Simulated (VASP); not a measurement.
Write the native input for VASP 6.6.1 that does the following.

* Task: single point
* Functional: PBE
* Potentials or basis: VASP PAW PBE potentials, release 64 (Ca_sv, O)
* Cutoff: 520 eV
* k mesh: 12 × 12 × 6
* Occupations: fermi-dirac, width 0.02 eV
* Spin: no spin polarisation
* Dipole correction: no
* Further INCAR settings: ALGO = Normal; EDIFF = 1e-06; NBANDS = 24

The structure of CaO lies in POSCAR:

```
CaO
1.0
    3.9810268763      0.0740470999      0.0000000000
   -1.9263867686      3.4106468581      0.0000000000
    0.0000000000      0.0000000000      4.7701151974
Ca O
2 2
Direct
    0.3282779585      0.6669270202      0.2500000000
    0.6717220415      0.3330729798      0.7500000000
    0.6705668831      0.3331426173      0.2500000000
    0.3294331169      0.6668573827      0.7500000000
```

This cell differs from its parent crystal: shear xy strain +3.7%.

One way to write it, as run:

INCAR

```
ALGO = Normal
EDIFF = 1E-6
ENCUT = 520
GGA = PE
ISIF = 2
ISMEAR = -1
LASPH = True
LCHARG = True
LELF = True
LREAL = False
LVHAR = True
LWAVE = False
NBANDS = 24
NELM = 80
PREC = Accurate
SIGMA = 0.02
```

KPOINTS

```
k-points
0
Gamma
  12 12 6
```

Potentials or basis: VASP PAW PBE potentials, release 64 (Ca_sv, O).

Run with:

```sh
$ cat potpaw_PBE.64/Ca_sv/POTCAR potpaw_PBE.64/O/POTCAR > POTCAR
$ mpirun -np 1 vasp_std > vasp.out
```

Results of the run:

```
Pressure               : 2.2 GPa
Largest force          : 0.004 eV/Å
Band gap on the k mesh : 3.19 eV
```

Caveat: the cell differs from its parent crystal (shear xy strain +3.7%).

It took 4.8 min on 1 thread of Intel(R) Xeon(R) Platinum 8488C (Sapphire Rapids) (shared host), peak memory 0.47 GiB.
